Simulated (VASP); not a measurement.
Write the native input for VASP 6.6.1 that does the following.

| Quantity | Value |
| --- | --- |
| Task | single point |
| Functional | BLYP |
| Potentials or basis | VASP PAW PBE potentials, release 64 (Pt) |
| Cutoff | 520 eV |
| k mesh | 12 × 12 × 12 |
| Occupations | fermi-dirac, width 0.1 eV |
| Spin | no spin polarisation |
| Dipole correction | no |
| Further INCAR settings | ALGO = Fast; EDIFF = 1e-06; NBANDS = 11 |

The structure of Pt lies in POSCAR:

```
Pt
1.0
    0.0000000000      1.9609000000      1.9609000000
    1.9609000000      0.0000000000      1.9609000000
    1.9609000000      1.9609000000      0.0000000000
Pt
1
Direct
    0.0000000000      0.0000000000      0.0000000000
```

One way to write it, as run:

INCAR

```
PREC = Accurate ; ENCUT = 520
EDIFF = 1E-6 ; ISMEAR = -1
SIGMA = 0.1 ; LREAL = F
LASPH = T ; NELM = 100
ALGO = Fast ; ISIF = 2
LWAVE = F ; LCHARG = T
GGA = B5 ; ALDAX = 1.0
AGGAX = 1.0 ; AGGAC = 1.0
ALDAC = 0.0 ; LELF = T
LVHAR = T ; NBANDS = 11
```

KPOINTS

```
Automatic mesh
0
Gamma
  12 12 12
```

Potentials or basis: VASP PAW PBE potentials, release 64 (Pt).

Run with:

```sh
$ cat potpaw_PBE.64/Pt/POTCAR > POTCAR
$ mpirun -np 1 vasp_std > vasp.out
```

It gave:

The pressure is 27.4 GPa. The band gap on the k mesh is zero (band 5 reaches 12.37 eV, above the bottom of band 6 at 10.11 eV).

Caveat: the PAW data sets were made with another functional, which shifts forces and pressure a little; spin-orbit coupling is left out, which moves the levels of the heavy elements.

Wall time 21 s on 1 thread of Intel Xeon 8259CL, on a shared host, peak memory 0.15 GiB.
